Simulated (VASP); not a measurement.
# GaN (P6_3mc) in VASP: notebook, part 2 of 2

VASP 6.6.1. Earlier steps stand in the parts before.

## 3. Single point, PBEsol

This run uses another cell than the first one, of 11.37 Å³/atom.

Input file INCAR:

```
PREC     = Accurate       # precision mode
ENCUT    = 520            # plane-wave cutoff, eV
EDIFF    = 1E-6           # SCF threshold, eV
ISMEAR   = 0              # smearing method
SIGMA    = 0.02           # smearing width, eV
LREAL    = F              # projectors in reciprocal space
LASPH    = T              # aspherical terms in the spheres
NELM     = 80             # most SCF steps
ALGO     = Normal         # electronic algorithm
ISIF     = 2              # what is computed and relaxed
LWAVE    = F              # write WAVECAR
LCHARG   = F              # write CHGCAR
GGA      = PS             # functional
NBANDS   = 26             # bands
```

Input file KPOINTS:

```
regular mesh
0
Gamma
  15 15 8
```

Input file POSCAR:

```
GaN
1.0
    3.1828228670      0.0000000000      0.0000000000
   -1.5914114335      2.7564054586      0.0000000000
    0.0000000000      0.0000000000      5.1856869688
Ga N
2 2
Direct
    0.3333333333      0.6666666667      0.0001944101
    0.6666666667      0.3333333333      0.5001944101
    0.3333333333      0.6666666667      0.3768055899
    0.6666666667      0.3333333333      0.8768055899
```

Potentials or basis: VASP PAW PBE potentials, release 64 (Ga_d, N).

Run with:

```sh
$ cat potpaw_PBE.64/Ga_d/POTCAR potpaw_PBE.64/N/POTCAR > POTCAR
$ mpirun -np 1 vasp_std > vasp.out
```

OUTCAR:

```text
PREC = Accurate
   ENCUT = 520
   EDIFF = 1E-6
   ISMEAR = 0
   LREAL = F
   LASPH = T
   NELM = 80
   ISIF = 2
   GGA = PS

 ion  position               nearest neighbor table
   1  0.333  0.667  0.000-   4 1.95   4 1.95   4 1.95   3 1.95
   2  0.667  0.333  0.500-   3 1.95   3 1.95   3 1.95   4 1.95
   3  0.333  0.667  0.377-   2 1.95   2 1.95   2 1.95   1 1.95
   4  0.667  0.333  0.877-   1 1.95   1 1.95   1 1.95   2 1.95

  LATTYP: Found a hexagonal cell.
 ALAT       =     3.1828228670
 C/A-ratio  =     1.6292728768

  Lattice vectors:

 A1 = (   3.1828228670,   0.0000000000,   0.0000000000)
 A2 = (  -1.5914114335,   2.7564054586,   0.0000000000)
 A3 = (   0.0000000000,   0.0000000000,   5.1856869688)

Analysis of symmetry for initial positions (statically):
=====================================================================
 Subroutine PRICEL returns:
 Original cell was already a primitive cell.

 Routine SETGRP: Setting up the symmetry group for a
 hexagonal supercell.

 Subroutine GETGRP returns: Found 12 space group operations
 (whereof  6 operations were pure point group operations)
 out of a pool of 24 trial point group operations.

The static configuration has the point symmetry C_3v.
 The point group associated with its full space group is C_6v.

Analysis of symmetry for dynamics (positions and initial velocities):
=====================================================================
 Subroutine PRICEL returns:
 Original cell was already a primitive cell.

 Routine SETGRP: Setting up the symmetry group for a
 hexagonal supercell.

 Subroutine GETGRP returns: Found 12 space group operations
 (whereof  6 operations were pure point group operations)
 out of a pool of 24 trial point group operations.

The dynamic configuration has the point symmetry C_3v.
 The point group associated with its full space group is C_6v.

 Subroutine INISYM returns: Found 12 space group operations
 (whereof  6 operations are pure point group operations),
[... 119 lines left out ...]
     AMIX     =   0.40;   BMIX     =  1.00
     AMIX_MAG =   1.60;   BMIX_MAG =  1.00
  volume/ion in A,a.u.               =      11.37        76.75
  Fermi-wavevector in a.u.,A,eV,Ry     =   1.514218  2.861457 31.196198  2.292856
  Thomas-Fermi vector in A             =   2.623905
   LORBIT       =      0    0 simple, 1 ext, 2 COOP (PROOUT), +10 PAW based schemes
   GGA     = PS    functional components
   LHFCALC =     F    Hartree Fock is set to
   AEXX    =    0.0000 exact exchange contribution
   IVDW    =     0    specifies the selected vdW correction
   LEPSILON=     F    determine dielectric tensor
   LRPA    =     F    only Hartree local field effects (RPA)
 non-spin polarized calculation
 Gauss-broadening in eV      SIGMA  =   0.02
  energy-cutoff  :      520.00
  volume of cell :       45.49
 maximum number of plane-waves:      1248
 NGX is ok and might be reduce to    24
   NGX = 11   NGY = 11   NGZ = 19

 number of electron      35.9999991 magnetization

 Free energy of the ion-electron system (eV)
  ---------------------------------------------------
  ext. energy  EPLUGINS =         0.00000000
  ---------------------------------------------------
  free energy    TOTEN  =       -26.26863502 eV

  energy without entropy =      -26.26863502  energy(sigma->0) =      -26.26863502

 E-fermi :   5.3195     XC(G=0): -11.9274

 val. band max:        5.2344325448   @ k =   0.0000   0.0000   0.0000
 cond. band min:       7.1266628972   @ k =   0.0000   0.0000   0.0000
 fundamental gap:      1.8922303524
 Fermi energy:         5.3195368439

 k-point     1 :       0.0000    0.0000    0.0000
  band No.  band energies     occupation
      1     -10.7813      2.00000
      2      -9.8132      2.00000
      3      -8.1715      2.00000
      4      -8.1557      2.00000
      5      -8.1557      2.00000
      6      -8.0930      2.00000
[... 685 lines left out ...]
     25      17.7371      0.00000
     26      17.9797      0.00000

 [... further k-points ...]

------------------------ aborting loop because EDIFF is reached ----------------------------------------

  FORCE on cell =-STRESS in cart. coord.  units (eV):
  Direction    XX          YY          ZZ          XY          YZ          ZX
  --------------------------------------------------------------------------------------
  -------------------------------------------------------------------------------------
  Total       -0.0533559     -0.0533559     -0.0390038      0.0000000      0.0000000      0.0000000
  in kB       -1.8790186     -1.8790186     -1.3735864      0.0000000      0.0000000      0.0000000
  external PRESSURE =      -1.7105412 kB  Pullay stress =       0.0000000 kB

 VOLUME and BASIS-vectors are now :
 -----------------------------------------------------------------------------
  energy-cutoff  :      520.00
  volume of cell :       45.49
      direct lattice vectors                 reciprocal lattice vectors
     3.182822867  0.000000000  0.000000000     0.314186507  0.181395665  0.000000000
    -1.591411434  2.756405459  0.000000000     0.000000000  0.362791329  0.000000000
     0.000000000  0.000000000  5.185686969     0.000000000  0.000000000  0.192838481

 POSITION                                       TOTAL-FORCE (eV/Angst)
 -----------------------------------------------------------------------------------
     -0.00000      1.83760      0.00101         0.000000     -0.000000     -0.000575
      1.59141      0.91880      2.59385        -0.000000      0.000000     -0.000575
     -0.00000      1.83760      1.95400         0.000000      0.000000      0.000575
      1.59141      0.91880      4.54684        -0.000000     -0.000000      0.000575
 -----------------------------------------------------------------------------------
    total drift:                               -0.000001     -0.000001      0.000069

  FREE ENERGIE OF THE ION-ELECTRON SYSTEM (eV)
  ---------------------------------------------------
  free  energy   TOTEN  =       -26.2686350185 eV

  energy  without entropy=      -26.2686350185  energy(sigma->0) =      -26.26863502
```

It took 3.1 min on 1 thread of Intel Xeon 8259CL, shared host; peak memory 0.26 GiB.

What came out:

* Free energy: -26.2686 eV
* Pressure: -0.2 GPa
* Band gap on the k mesh: 1.89 eV

Caveat: the PAW data sets were made with another functional, which shifts forces and pressure a little.

## 4. Single point, PBEsol (atoms moved along the polar distortion)

Input file INCAR:

```
  ALGO = Normal
  EDIFF = 1E-7
  ENCUT = 520
  GGA = PS
  ISIF = 2
  ISMEAR = 0
  LASPH = True
  LCHARG = False
  LREAL = False
  LWAVE = False
  NBANDS = 26
  NELM = 60
  PREC = Accurate
  SIGMA = 0.01
```

Input file KPOINTS:

```
k-points
0
Gamma
  15 15 8
```

POSCAR is that of step 3.

Run with:

```sh
$ cat potpaw_PBE.64/Ga_d/POTCAR potpaw_PBE.64/N/POTCAR > POTCAR
$ mpirun -np 1 vasp_std > vasp.out
```

Run time: 3.7 min. Hardware: 1 thread of Intel Xeon 8259CL, shared host; peak memory 0.26 GiB.

Results (log left out):

```
Free energy            : -26.2686 eV
Pressure               : -0.2 GPa
Band gap on the k mesh : 1.89 eV
```

Levels at points of the mesh, in eV from the valence-band top:
```
           k point  band 16  band 17  band 18  band 19  band 20  band 21
(0.00, 0.00, 0.00)    -0.04     0.00     0.00     1.89     4.21     9.11
(0.00, 0.00, 0.50)    -0.54    -0.54    -0.54     4.22     4.22     8.38
```

Caveat: the cell differs from its parent crystal (atoms moved along the polar distortion); the PAW data sets were made with another functional, which shifts forces and pressure a little. A k mesh can miss the band edges.

## 5. Single point, PBEsol (atoms moved along the polar distortion)

Input file INCAR:

```
SYSTEM = GaN
PREC = Accurate
ENCUT = 520
EDIFF = 1E-6
ISMEAR = 0
SIGMA = 0.01
LREAL = .False.
LASPH = .True.
NELM = 100
ALGO = Normal
ISIF = 2
LWAVE = .False.
LCHARG = .False.
GGA = PS
NBANDS = 26
```

Input file KPOINTS:

```
regular mesh
0
Gamma
  15 15 8
  0 0 0
```

Input file POSCAR:

```
GaN
1.0
    3.1828228670      0.0000000000      0.0000000000
   -1.5914114335      2.7564054586      0.0000000000
    0.0000000000      0.0000000000      5.1856869688
Ga N
2 2
Direct
    0.3333333333      0.6666666667     -0.0090597514
    0.6666666667      0.3333333333      0.4909402486
    0.3333333333      0.6666666667      0.3860597514
    0.6666666667      0.3333333333      0.8860597514
```

Run with:

```sh
$ cat potpaw_PBE.64/Ga_d/POTCAR potpaw_PBE.64/N/POTCAR > POTCAR
$ mpirun -np 1 vasp_std > vasp.out
```

Wall time 3.4 min (1 thread of Intel Xeon 8259CL, shared host); peak memory 0.26 GiB.

The run converged. Its results:

| Property | Result |
| --- | --- |
| Free energy | -26.1799 eV |
| Pressure | 0.7 GPa |
| Largest force | 0.843 eV/Å |
| Band gap on the k mesh | 1.79 eV |

Forces on the atoms (eV/Å):
```
Ga   0.000  0.000  0.843
Ga   0.000  0.000  0.843
N    0.000  0.000 -0.843
N    0.000  0.000 -0.843
```

Stress tensor (GPa, compression positive):
```
 3.31  0.00  0.00
 0.00  3.31  0.00
 0.00  0.00 -4.58
```

Levels at points of the mesh, in eV from the valence-band top:
```
           k point  band 16  band 17  band 18  band 19  band 20  band 21
(0.00, 0.00, 0.00)    -0.23    -0.23     0.00     1.79     3.92     9.03
(0.00, 0.00, 0.50)    -0.72    -0.72    -0.72     4.08     4.08     8.11
```

Caveat: the cell differs from its parent crystal (atoms moved along the polar distortion); the stress differs along the axes, from -5 to 3 GPa; the PAW data sets were made with another functional, which shifts forces and pressure a little. A k mesh can miss the band edges.

## 6. Single point, PBEsol (atoms moved along the polar distortion)

Input file INCAR:

```
SYSTEM = GaN
ALGO = Normal
EDIFF = 1E-7
ENCUT = 520
GGA = PS
ISIF = 2
ISMEAR = 0
LASPH = .TRUE.
LCHARG = .FALSE.
LREAL = .FALSE.
LWAVE = .FALSE.
NBANDS = 26
NELM = 100
PREC = Accurate
SIGMA = 0.01
```

Input file KPOINTS:

```
k-points
0
G
  15 15 8
  0 0 0
```

Input file POSCAR:

```
GaN
1.0
    3.1828228670      0.0000000000      0.0000000000
   -1.5914114335      2.7564054586      0.0000000000
    0.0000000000      0.0000000000      5.1856869688
Ga N
2 2
Direct
    0.3333333333      0.6666666667     -0.0183139130
    0.6666666667      0.3333333333      0.4816860870
    0.3333333333      0.6666666667      0.3953139130
    0.6666666667      0.3333333333      0.8953139130
```

Potentials or basis: VASP PAW PBE potentials, release 64 (Ga_d, N).

Run with:

```sh
$ cat potpaw_PBE.64/Ga_d/POTCAR potpaw_PBE.64/N/POTCAR > POTCAR
$ mpirun -np 1 vasp_std > vasp.out
```

It took 4.2 min on 1 thread of Intel Xeon 8259CL, shared host; peak memory 0.26 GiB.

Results (log left out):

* Free energy: -25.9732 eV
* Pressure: 2.5 GPa
* Largest force: 1.248 eV/Å
* Band gap on the k mesh: 1.72 eV

Forces in eV/Å, atoms in the order of the input:
```
Ga   0.000  0.000  1.248
Ga   0.000  0.000  1.248
N    0.000  0.000 -1.248
N    0.000  0.000 -1.248
```

Stress tensor (GPa, compression positive):
```
 6.74  0.00  0.00
 0.00  6.74  0.00
 0.00  0.00 -5.90
```

Levels at points of the mesh, in eV from the valence-band top:
```csv
k point,band 15,band 16,band 17,band 18,band 19,band 20,band 21,band 22
"(0.00, 0.00, 0.00)",-1.31,-0.43,-0.43,0.00,1.72,3.68,8.95,9.56
"(0.00, 0.00, 0.50)",-0.87,-0.87,-0.87,-0.87,3.96,3.96,7.94,7.94
```

Caveat: the cell differs from its parent crystal (atoms moved along the polar distortion); the stress differs along the axes, from -6 to 7 GPa; the PAW data sets were made with another functional, which shifts forces and pressure a little. A k mesh can miss the band edges.

## 7. Overview

| cell | k mesh | smearing | gap on the mesh (eV) | pressure (GPa) | largest force (eV/Å) |
| --- | --- | --- | --- | --- | --- |
| a = 3.189, b = 3.189, c = 5.185 Å, angles 90.0, 90.0, 120.0°, 4 atoms, atomic positions A | 6 × 6 × 4 | gaussian 0.1 eV | 1.87 | -1.0 | - |
| a = 3.183, b = 3.183, c = 5.186 Å, angles 90.0, 90.0, 120.0°, 4 atoms, atomic positions B | 15 × 15 × 8 | gaussian 0.02 eV | 1.89 | -0.2 | - |
| a = 3.183, b = 3.183, c = 5.186 Å, angles 90.0, 90.0, 120.0°, 4 atoms, atomic positions B | 15 × 15 × 8 | gaussian 0.01 eV | 1.89 | -0.2 | - |
| a = 3.183, b = 3.183, c = 5.186 Å, angles 90.0, 90.0, 120.0°, 4 atoms, atomic positions C | 15 × 15 × 8 | gaussian 0.01 eV | 1.79 | 0.7 | 0.84 |
| a = 3.183, b = 3.183, c = 5.186 Å, angles 90.0, 90.0, 120.0°, 4 atoms, atomic positions D | 15 × 15 × 8 | gaussian 0.01 eV | 1.72 | 2.5 | 1.25 |

Alike in all rows: task single point; level PBEsol; potentials or basis VASP PAW PBE potentials, release 64 (Ga_d, N); no spin polarisation; cutoff (eV) 520.

Caveats: the PAW data sets were made with another functional, which shifts forces and pressure a little; the stress differs along the axes, from -5 to 3 GPa (at least some runs); the stress differs along the axes, from -6 to 7 GPa (at least some runs).

Total energies depend on the potentials used, so only differences within one code and one set of settings carry meaning.
